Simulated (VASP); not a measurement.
OsPtC4N4: single point with PBE

Crystal: OsPtC4N4.

```
CELL_PARAMETERS angstrom
5.91338 0.00000 0.00000
0.00000 5.91338 0.00000
0.00000 0.00000 5.91338
ATOMIC_POSITIONS crystal
Os 0.00000 0.00000 0.00000
Pt 0.50000 0.50000 0.50000
C 0.18706 0.18706 0.18706
C 0.18706 0.81294 0.81294
C 0.81294 0.18706 0.81294
C 0.81294 0.81294 0.18706
N 0.30318 0.30318 0.30318
N 0.30318 0.69682 0.69682
N 0.69682 0.30318 0.69682
N 0.69682 0.69682 0.30318
```

```
Program             : VASP 6.6.1
Task                : single point
Functional          : PBE
Potentials or basis : VASP PAW PBE potentials, release 64 (Os, Pt, C, N)
Cutoff              : 520 eV
k mesh              : 4 × 4 × 4
Occupations         : gaussian, width 0.1 eV
Spin                : collinear spin
Starting moments    : [1.0, 0.0, 0.0, 0.0, 0.0, 0.0, 0.0, 0.0, 0.0, 0.0] μB
```

- Pressure: 0.6 GPa
- Largest force: 0.259 eV/Å
- Band gap on the k mesh: 0.18 eV (least direct gap 0.46 eV)
- Net moment: 0.00 μB per cell
- Valence electrons inside the program's atomic spheres: Os 7.80; Pt 9.28; C 2.60; N 3.83

Forces on the atoms (eV/Å):
```
Os   0.000  0.000  0.000
Pt   0.000  0.000  0.000
C   -0.055 -0.055 -0.055
C   -0.055  0.055  0.055
C    0.055 -0.055  0.055
C    0.055  0.055 -0.055
N    0.150  0.150  0.150
N    0.150 -0.150 -0.150
N   -0.150  0.150 -0.150
N   -0.150 -0.150  0.150
```

Levels at points of the mesh, in eV from the valence-band top:
Spin up:
| k point | band 25 | band 26 | band 27 | band 28 | band 29 | band 30 |
| --- | --- | --- | --- | --- | --- | --- |
| (0.00, 0.00, 0.00) | -0.88 | -0.80 | -0.80 | 0.33 | 0.33 | 0.33 |
| (0.50, 0.00, 0.00) | -1.01 | -1.01 | 0.00 | 0.46 | 0.70 | 0.70 |
| (0.50, 0.50, 0.00) | -0.83 | -0.83 | 0.00 | 0.52 | 0.54 | 0.54 |
| (0.50, 0.50, 0.50) | -0.63 | -0.63 | -0.63 | 0.31 | 0.31 | 0.31 |
Spin down:
```csv
k point,band 23,band 24,band 25,band 26,band 27,band 28,band 29,band 30,band 31,band 32
"(0.00, 0.00, 0.00)",-0.88,-0.88,-0.88,-0.80,-0.80,0.33,0.33,0.33,4.32,4.32
"(0.50, 0.00, 0.00)",-1.83,-1.77,-1.01,-1.01,0.00,0.46,0.70,0.70,4.24,4.24
"(0.50, 0.50, 0.00)",-1.80,-1.77,-0.83,-0.83,0.00,0.52,0.54,0.54,4.30,4.30
"(0.50, 0.50, 0.50)",-0.73,-0.73,-0.63,-0.63,-0.63,0.31,0.31,0.31,4.22,4.22
```

Run time: 2.5 min on 1 thread of Intel(R) Xeon(R) Platinum 8488C (Sapphire Rapids) (shared host), peak memory 0.48 GiB.

Caveat: spin-orbit coupling is left out, which moves the levels of the heavy elements. A k mesh can miss the band edges.
